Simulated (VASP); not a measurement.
A run of VASP 6.6.1:

File INCAR:

```
SYSTEM = Re
PREC = Accurate ; ENCUT = 600
EDIFF = 1E-6 ; ISMEAR = -1
SIGMA = 0.05 ; LREAL = .False.
LASPH = .True. ; NELM = 60
ALGO = Normal ; ISIF = 3
LWAVE = .False. ; LCHARG = .False.
IBRION = 2 ; NSW = 45
EDIFFG = -0.005
```

Contents of KPOINTS:

```
regular mesh
0
Gamma
  18 18 18
  0 0 0
```

The input POSCAR:

```
Re
1.0
    0.0000000000      1.9303324817      1.9303324817
    1.9303324817      0.0000000000      1.9303324817
    1.9303324817      1.9303324817      0.0000000000
Re
1
Direct
    0.0000000000      0.0000000000      0.0000000000
```

Potentials or basis: VASP PAW LDA potentials, release 64 (Re).

The run is started by

```bash
$ cat potpaw_LDA.64/Re/POTCAR > POTCAR
$ mpirun -np 1 vasp_std > vasp.out
```

Hardware: 1 thread of Intel(R) Xeon(R) 6975P-C (Granite Rapids) (shared host).

Problem. Estimate the wall time of this run.

Solution. It took 14 s on 1 thread of Intel(R) Xeon(R) 6975P-C (Granite Rapids) (shared host), peak memory 0.15 GiB. Counts: scf iterations 23, k points 195, ion steps 3.
